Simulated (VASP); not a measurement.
Set up this calculation in VASP 6.6.1, as the native input.

| Item | Value |
| --- | --- |
| Task | single point |
| Functional | PBE |
| Potentials or basis | VASP PAW PBE potentials, release 64 (Ca_sv, B) |
| Cutoff | 520 eV |
| k mesh | 6 × 6 × 10 |
| Occupations | gaussian, width 0.1 eV |
| Spin | no spin polarisation |
| Dipole correction | no |
| Further INCAR settings | ALGO = Fast; EDIFF = 1e-07; NBANDS = 43 |

The structure of Ca3B lies in POSCAR:

```
Ca3B
1.0
    9.0880757172      0.0000000000      0.0000000000
   -4.5440378586      7.8705044426      0.0000000000
    0.0000000000      0.0000000000      3.7662395501
Ca B
6 2
Direct
    0.7886593705      0.5773187410      0.2500000000
    0.2113406295      0.7886593705      0.7500000000
    0.4226812590      0.2113406295      0.2500000000
    0.2113406295      0.4226812590      0.7500000000
    0.7886593705      0.2113406295      0.2500000000
    0.5773187410      0.7886593705      0.7500000000
    0.3333333333      0.6666666667      0.2500000000
    0.6666666667      0.3333333333      0.7500000000
```

One way to write it, as run:

INCAR

```
SYSTEM = Ca3B
PREC = Accurate
ENCUT = 520
EDIFF = 1E-7
ISMEAR = 0
SIGMA = 0.1
LREAL = .FALSE.
LASPH = .TRUE.
NELM = 60
ALGO = Fast
ISIF = 2
LWAVE = .FALSE.
LCHARG = .FALSE.
GGA = PE
NBANDS = 43
```

KPOINTS

```
Automatic mesh
0
G
  6 6 10
  0 0 0
```

Potentials or basis: VASP PAW PBE potentials, release 64 (Ca_sv, B).

Launch:

```bash
$ cat potpaw_PBE.64/Ca_sv/POTCAR potpaw_PBE.64/B/POTCAR > POTCAR
$ mpirun -np 1 vasp_std > vasp.out
```

It gave:

The pressure is 0.0 GPa. The largest force is 0.011 eV/Å and the band gap on the k mesh is zero (bands 33 and 34 overlap by 0.46 eV).

It took 25 min on 1 thread of Intel(R) Xeon(R) 6975P-C (Granite Rapids), with other jobs on the host, peak memory 0.61 GiB.
